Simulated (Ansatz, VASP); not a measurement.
## One calculation of BaZrO3, two programs

```
Ba Zr O
1.0
     5.95899    0.00000    0.00000
     0.00000    5.95899    0.00000
     0.00000    0.00000    5.05187
Ba Zr O
1 1 3
Direct
  0.00000 0.00000 0.00000
  0.50000 0.50000 0.00000
  0.00000 0.00000 0.50000
  0.50000 0.50000 0.63097
  0.50000 0.50000 0.36903
```

Alike in both runs: functional PBE; k mesh 4 × 4 × 4; occupations gaussian, width 0.1 eV; no spin polarisation.

Ansatz relaxed the structure, and its values are those at the end. VASP's run is a single point on that final structure, the one shown.

```csv
,VASP,Ansatz
version,VASP 6.6.1,Ansatz 0.2.0
potentials or method,"VASP PAW PBE potentials, release 64 (Ba_sv, Zr_sv, O), cutoff 520 eV","scalar-relativistic, plane waves, PAW"
valence electrons in the cell,40,40
```

|  | VASP | Ansatz | Ansatz less VASP |
| --- | --- | --- | --- |
| gap on the k mesh at the Fermi level (eV) | none | none | - |
| pressure (GPa) | 0.5 | 0.1 | -0.42 |
| rms of the force components (eV/Å) | 0.090 | 0.005 | -0.0849 |

A gap of «none» marks a metal or a gap that the smearing closes. With one functional, cell and mesh, what is left measures potentials, basis and numerics.

Spin-orbit coupling is off throughout.
